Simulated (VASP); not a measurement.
Input of a VASP 6.6.1 run:

Contents of INCAR:

```
ALGO = Normal
EDIFF = 1E-7
ENCUT = 520
GGA = PS
ISIF = 2
ISMEAR = 0
LASPH = T
LCHARG = F
LREAL = F
LWAVE = F
NBANDS = 11
NELM = 100
PREC = Accurate
SIGMA = 0.01
```

The input KPOINTS:

```
k-points
0
Gamma
  10 10 10
```

POSCAR

```
BN
1.0
    1.2796589940      0.7388108270      3.4498676623
   -1.2796589940      0.7388108270      3.4498676623
    0.0000000000     -1.4776226768      3.4498676623
B N
1 1
Direct
    0.9996710000      0.9996710000      0.9996710000
    0.3327620000      0.3327620000      0.3327620000
```

Potentials or basis: VASP PAW PBE potentials, release 64 (B, N).

Run with:

```sh
$ cat potpaw_PBE.64/B/POTCAR potpaw_PBE.64/N/POTCAR > POTCAR
$ mpirun -np 1 vasp_std > vasp.out
```

Task: Estimate the largest force.

Result: 0.007 eV/Å.

Task: Estimate the band gap on the k mesh.

Result: 4.07 eV (least direct gap 4.65 eV).

Task: Predict the pressure.

Result: -13.5 GPa.

Forces in eV/Å, atoms in the order of the input:
```
B    0.000  0.000 -0.007
N    0.000  0.000  0.007
```

Caveat: the cell stands under tension; the PAW data sets were made with another functional, which shifts forces and pressure a little. A k mesh can miss the band edges.
